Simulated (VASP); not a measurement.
Write the native input for VASP 6.6.1 that does the following.

| Item | Value |
| --- | --- |
| Task | G0W0 quasiparticle levels |
| Functional | r2SCAN |
| Potentials or basis | VASP PAW PBE potentials, release 64 (Mg_GW, S_GW) |
| Cutoff | 500 eV |
| k mesh | 4 × 4 × 4 |
| Occupations | gaussian, width 0.01 eV |
| Spin | no spin polarisation |
| Dipole correction | no |
| GW scheme | G0W0 |
| GW iterations | 1 |
| Cutoff of the response function | 80 |
| Frequency points | 48 |
| Empty bands | 73 |
| Further INCAR settings | ALGO = EVGW0; EDIFF = 1e-08; NBANDS = 77 |

Crystal: MgS.

```
Mg S
1.0
     0.00000    2.83087    2.83087
     2.83087    0.00000    2.83087
     2.83087    2.83087    0.00000
Mg S
1 1
Direct
  0.00000 0.00000 0.00000
  0.75000 0.75000 0.75000
```

These files were run (other wordings do the same):

POSCAR

```
MgS
1.0
    0.0000000000      2.8308747674      2.8308747674
    2.8308747674      0.0000000000      2.8308747674
    2.8308747674      2.8308747674      0.0000000000
Mg S
1 1
Direct
    0.0000000000      0.0000000000      0.0000000000
    0.7500000000      0.7500000000      0.7500000000
```

INCAR.step1

```
  PREC = Accurate
  ENCUT = 500
  EDIFF = 1E-8
  ISMEAR = 0
  SIGMA = 0.01
  LREAL = F
  LASPH = T
  NELM = 60
  ALGO = Normal
  LWAVE = T
  LCHARG = F
  METAGGA = R2SCAN
  LMIXTAU = T
```

INCAR.step2

```
  PREC = Accurate
  ENCUT = 500
  EDIFF = 1E-8
  ISMEAR = 0
  SIGMA = 0.01
  LREAL = F
  LASPH = T
  NELM = 1
  ALGO = Exact
  LWAVE = T
  LCHARG = F
  METAGGA = R2SCAN
  LMIXTAU = T
  NBANDS = 77
  LOPTICS = T
  ISTART = 1
```

INCAR.step3

```
  PREC = Accurate
  ENCUT = 500
  EDIFF = 1E-8
  ISMEAR = 0
  SIGMA = 0.01
  LREAL = F
  LASPH = T
  ALGO = EVGW0
  LWAVE = F
  LCHARG = F
  METAGGA = R2SCAN
  LMIXTAU = T
  NELMGW = 1
  NBANDS = 77
  ENCUTGW = 80.0
  NOMEGA = 48
  PRECFOCK = Fast
  ISTART = 1
  NBANDSGW = 12
```

KPOINTS

```
regular mesh
0
Gamma
  4 4 4
```

Potentials or basis: VASP PAW PBE potentials, release 64 (Mg_GW, S_GW).

Run with:

```sh
$ cat potpaw_PBE.64/Mg_GW/POTCAR potpaw_PBE.64/S_GW/POTCAR > POTCAR
$ cp INCAR.step1 INCAR
$ mpirun -np 1 vasp_std > vasp.out
$ cp INCAR.step2 INCAR
$ mpirun -np 1 vasp_std > vasp.out
$ cp INCAR.step3 INCAR
$ mpirun -np 1 vasp_std > vasp.out
```

Results of the run:

```yaml
Band_gap_on_the_k_mesh_mean-field_level: 4.13 eV, direct
Quasiparticle_gap: 5.31 eV
Least_direct_quasiparticle_gap: 5.31 eV
```

Caveat: the k points lie up to 0.48 Å⁻¹ apart; bands, screening cutoff and mesh are small and nothing is extrapolated, so the quasiparticle values aren't converged.

Wall time 2.5 min on 1 thread of Intel(R) Xeon(R) Platinum 8488C (Sapphire Rapids) (shared host), peak memory 0.44 GiB.
